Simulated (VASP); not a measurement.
Si2Ge3: single point with PBE

Si2Ge3:

```
Si Ge
1.0
     3.59499    0.00000    0.00000
     0.00000    3.59499    0.00000
     0.00000    0.00000    6.77153
Si Ge
2 3
Cartesian
  0.0000 0.0000 3.3858
  1.7975 1.7975 0.0000
  0.0000 0.0000 0.0000
  0.0000 1.7975 0.0000
  1.7975 0.0000 0.0000
```

```json
{
  "Program": "VASP 6.6.1",
  "Task": "single point",
  "Functional": "PBE",
  "Potentials or basis": "VASP PAW PBE potentials, release 64 (Si, Ge_d)",
  "Cutoff": "520 eV",
  "k mesh": "6 × 6 × 4",
  "Occupations": "gaussian, width 0.1 eV",
  "Spin": "no spin polarisation"
}
```

- Pressure: 184.9 GPa
- Band gap on the k mesh: zero (band 25 reaches 7.37 eV, above the bottom of band 26 at 6.38 eV)

Stress tensor (GPa, compression positive):
```
280.14   0.00   0.00
  0.00 280.14   0.00
  0.00   0.00  -5.54
```

Levels at points of the mesh, in eV from the Fermi level:
| k point | band 21 | band 22 | band 23 | band 24 | band 25 | band 26 | band 27 | band 28 | band 29 | band 30 |
| --- | --- | --- | --- | --- | --- | --- | --- | --- | --- | --- |
| (0.00, 0.00, 0.00) | -6.57 | -4.60 | -0.35 | -0.35 | 0.08 | 2.22 | 2.24 | 2.78 | 2.78 | 3.19 |
| (0.50, 0.00, 0.00) | -6.18 | -5.24 | -3.92 | -3.65 | -1.84 | 1.35 | 3.46 | 4.31 | 5.02 | 5.04 |
| (0.50, 0.50, 0.00) | -3.11 | -2.88 | -2.88 | -1.90 | -0.67 | -0.67 | 2.81 | 3.55 | 3.79 | 6.76 |
| (0.00, 0.00, 0.50) | -6.56 | -4.62 | -1.53 | -0.35 | -0.35 | 1.77 | 2.14 | 2.46 | 2.46 | 3.72 |
| (0.50, 0.00, 0.50) | -5.39 | -4.76 | -3.92 | -3.67 | -1.15 | -0.22 | 2.68 | 3.35 | 4.58 | 5.56 |
| (0.50, 0.50, 0.50) | -3.12 | -3.12 | -1.97 | -1.86 | 0.01 | 0.01 | 0.79 | 3.79 | 4.86 | 5.31 |

Run time: 34 s on 1 thread of Intel(R) Xeon(R) 6975P-C (Granite Rapids), on a shared host, peak memory 0.22 GiB.
